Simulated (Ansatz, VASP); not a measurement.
# SnO: VASP beside Ansatz

```
Sn O
1.0
     3.76688    0.00000    0.00000
     0.00000    3.76688    0.00000
     0.00000    0.00000    4.46910
Sn O
2 2
Direct
  0.00000 0.50000 0.24575
  0.50000 0.00000 0.75425
  0.00000 0.00000 0.00000
  0.50000 0.50000 0.00000
```

Alike in both runs: task single point; functional LDA; k mesh 10 × 10 × 8; occupations gaussian, width 0.15 eV; no spin polarisation.

|  | VASP | Ansatz |
| --- | --- | --- |
| version | VASP 6.6.1 | Ansatz 0.2.0 |
| potentials or method | VASP PAW LDA potentials, release 64 (Sn_d, O_h), cutoff 1340 eV | scalar-relativistic, plane waves, PAW |
| valence electrons in the cell | 40 | 40 |

```csv
,VASP,Ansatz,Ansatz less VASP
gap on the k mesh at the Fermi level (eV),none,none,-
pressure (GPa),4.4,4.0,-0.43
"traceless stress, the component that is largest in VASP (GPa)",1.47,1.47,0.000
rms of the force components (eV/Å),0.348,0.300,-0.0489
```

LDA's correlation is that of Perdew and Zunger in VASP and of Perdew and Wang (1992) in Ansatz. Atom by atom the forces differ by 0.049 eV/Å (rms over components). A gap of «none» marks a metal or a gap that the smearing closes.
